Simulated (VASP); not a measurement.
A run of VASP 6.6.1:

Contents of INCAR:

```
  AGGAC = 1.0
  AGGAX = 1.0
  ALDAC = 0.0
  ALDAX = 1.0
  ALGO = Normal
  EDIFF = 1E-6
  ENCUT = 500
  GGA = B5
  GGA_COMPAT = False
  ISIF = 2
  ISMEAR = -1
  LASPH = True
  LCHARG = False
  LREAL = False
  LWAVE = False
  NBANDS = 16
  NELM = 120
  PREC = Accurate
  SIGMA = 0.1
```

Contents of KPOINTS:

```
k-points
0
Gamma
  6 6 6
```

File POSCAR:

```
HgTe
1.0
   -3.0456030000      3.0456030000      1.5594100000
    3.0456030000     -3.0456030000      1.5594100000
    3.0456030000      3.0456030000     -1.5594100000
Hg Te
1 1
Direct
    0.2500000000      0.7500000000      0.5000000000
    0.0000000000      0.0000000000      0.0000000000
```

Potentials or basis: VASP PAW PBE potentials, release 64 (Hg, Te).

Command:

```sh
$ cat potpaw_PBE.64/Hg/POTCAR potpaw_PBE.64/Te/POTCAR > POTCAR
$ mpirun -np 1 vasp_std > vasp.out
```

Hardware: 1 thread of AMD EPYC 7R43 64-Core Processor (Zen 3), with other jobs on the host.

Problem. How long does it take, and how much memory?

Solution. Wall time 69 s on 1 thread of AMD EPYC 7R43 64-Core Processor (Zen 3), on a shared host, peak memory 0.17 GiB. Counts: scf iterations 12, k points 30.
